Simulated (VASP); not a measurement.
Wanted: the native input for a VASP 6.6.1 run.

```yaml
Task: single point
Functional: PBE
Potentials_or_basis: VASP PAW PBE potentials, release 64 (P)
Cutoff: 520 eV
k_mesh: 17 × 17 × 17
Occupations: fermi-dirac, width 0.05 eV
Spin: no spin polarisation
Dipole_correction: no
Further_INCAR_settings: ALGO = Normal; EDIFF = 1e-07; NBANDS = 8
```

The structure of P lies in POSCAR:

```
P
1.0
   -1.5151035994      1.5151035994      1.5151035994
    1.5151035994     -1.5151035994      1.5151035994
    1.5151035994      1.5151035994     -1.5151035994
P
1
Direct
    0.0000000000      0.0000000000      0.0000000000
```

This isn't the form of P at room conditions, which is orthorhombic.

The input as run:

INCAR

```
  ALGO = Normal
  EDIFF = 1E-7
  ENCUT = 520
  GGA = PE
  ISIF = 2
  ISMEAR = -1
  LASPH = True
  LCHARG = True
  LELF = True
  LREAL = False
  LVHAR = True
  LWAVE = False
  NBANDS = 8
  NELM = 100
  PREC = Accurate
  SIGMA = 0.05
```

KPOINTS

```
k-points
0
Gamma
  17 17 17
```

Potentials or basis: VASP PAW PBE potentials, release 64 (P).

Launch:

```sh
$ cat potpaw_PBE.64/P/POTCAR > POTCAR
$ mpirun -np 1 vasp_std > vasp.out
```

It gave:

```yaml
Pressure: 2.0 GPa
Band_gap_on_the_k_mesh: zero (an odd number of electrons rules out a gap without spin polarisation)
```

It took 18 s on 1 thread of Intel Xeon 8259CL, on a shared host, peak memory 0.13 GiB.
